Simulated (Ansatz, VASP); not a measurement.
# One calculation of ZrSi3, two programs

Contents of INCAR:

```
SYSTEM = ZrSi3
ALGO     = Normal         ! electronic algorithm
EDIFF    = 1E-6           ! SCF threshold, eV
ENCUT    = 520            ! plane-wave cutoff, eV
GGA      = PS             ! functional
ISIF     = 2              ! what is computed and relaxed
ISMEAR   = 0              ! smearing method
LASPH    = .TRUE.         ! aspherical terms in the spheres
LCHARG   = .FALSE.        ! write CHGCAR
LREAL    = .FALSE.        ! projectors in reciprocal space
LWAVE    = .FALSE.        ! write WAVECAR
NBANDS   = 20             ! bands
NELM     = 60             ! most SCF steps
PREC     = Accurate       ! precision mode
SIGMA    = 0.05           ! smearing width, eV
```

File KPOINTS:

```
k-points
0
G
  8 8 8
  0 0 0
```

The input POSCAR:

```
ZrSi3
1.0
    3.9507739786      0.0000000000      0.0000000000
    0.0000000000      3.9507739786      0.0000000000
    0.0000000000      0.0000000000      3.9507739786
Zr Si
1 3
Direct
    0.0000000000      0.0000000000      0.0000000000
    0.0000000000      0.5000000000      0.5000000000
    0.5000000000      0.5000000000      0.0000000000
    0.5000000000      0.0000000000      0.5000000000
```

Input for Ansatz:

```yaml
crystal:
  lattice:
    - [3.9507739786, 0.0, 0.0]
    - [0.0, 3.9507739786, 0.0]
    - [0.0, 0.0, 3.9507739786]
  atoms:
    - { symbol: Zr, position: [0.0, 0.0, 0.0] }
    - { symbol: Si, position: [0.0, 0.5, 0.5] }
    - { symbol: Si, position: [0.5, 0.5, 0.0] }
    - { symbol: Si, position: [0.5, 0.0, 0.5] }
basis:
  ecutwfc: 420
  ecutrho_ratio: 4
kpoints:
  mp_grid: { grid: [8, 8, 8] }
hamiltonian:
  xc: pbesol
scf:
  occupations: { method: gaussian, width: 0.05 }
  lower_state_search: light
  algorithm: density_mixing
output:
  forces: true
  stress: true
```

Alike in both runs: task single point; functional PBEsol; k mesh 8 × 8 × 8; occupations gaussian, width 0.05 eV; no spin polarisation.

|  | VASP | Ansatz |
| --- | --- | --- |
| version | VASP 6.6.1 | Ansatz 0.2.0 |
| potentials or method | VASP PAW PBE potentials, release 64 (Zr_sv, Si), cutoff 520 eV | scalar-relativistic, plane waves, PAW |
| valence electrons in the cell | 24 | 24 |

VASP gave:

| Property | Result |
| --- | --- |
| pressure (GPa) | 0.2 |

Which values does Ansatz return?

Pressure (GPa): 0.0.

VASP's potentials were made for PBE, not for PBEsol. The functional is the same, so the differences come from potentials, cutoffs and numerics.
